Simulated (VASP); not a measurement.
Wanted: the native input for a VASP 6.6.1 run.

* Task: single point
* Functional: PBE
* Potentials or basis: VASP PAW PBE potentials, release 64 (Na_pv, H)
* Cutoff: 520 eV
* k mesh: 10 × 10 × 10
* Occupations: fermi-dirac, width 0.02 eV
* Spin: no spin polarisation
* Dipole correction: no
* Further INCAR settings: ALGO = Normal; EDIFF = 1e-06; NBANDS = 11

The structure of NaH lies in POSCAR:

```
NaH
1.0
    0.0000000000      2.3375744757      2.3375744757
    2.3375744757      0.0000000000      2.3375744757
    2.3375744757      2.3375744757      0.0000000000
Na H
1 1
Direct
    0.0000000000      0.0000000000      0.0000000000
    0.5000000000      0.5000000000      0.5000000000
```

This cell differs from its parent crystal: strain -2.5%.

The input as run:

INCAR

```
ALGO     = Normal         # electronic algorithm
EDIFF    = 1E-6           # SCF threshold, eV
ENCUT    = 520            # plane-wave cutoff, eV
GGA      = PE             # functional
ISIF     = 2              # what is computed and relaxed
ISMEAR   = -1             # smearing method
LASPH    = T              # aspherical terms in the spheres
LCHARG   = F              # write CHGCAR
LREAL    = F              # projectors in reciprocal space
LWAVE    = F              # write WAVECAR
NBANDS   = 11             # bands
NELM     = 80             # most SCF steps
PREC     = Accurate       # precision mode
SIGMA    = 0.02           # smearing width, eV
```

KPOINTS

```
k-points
0
Gamma
  10 10 10
```

Potentials or basis: VASP PAW PBE potentials, release 64 (Na_pv, H).

The run is started by

```console
$ cat potpaw_PBE.64/Na_pv/POTCAR potpaw_PBE.64/H/POTCAR > POTCAR
$ mpirun -np 1 vasp_std > vasp.out
```

Results of the run:

The pressure is 2.7 GPa and the band gap on the k mesh is 3.95 eV (least direct gap 4.83 eV).

Caveat: the cell differs from its parent crystal (strain -2.5%).

It took 9.1 s on 1 thread of Intel(R) Xeon(R) Platinum 8488C (Sapphire Rapids) (shared host), peak memory 0.15 GiB.
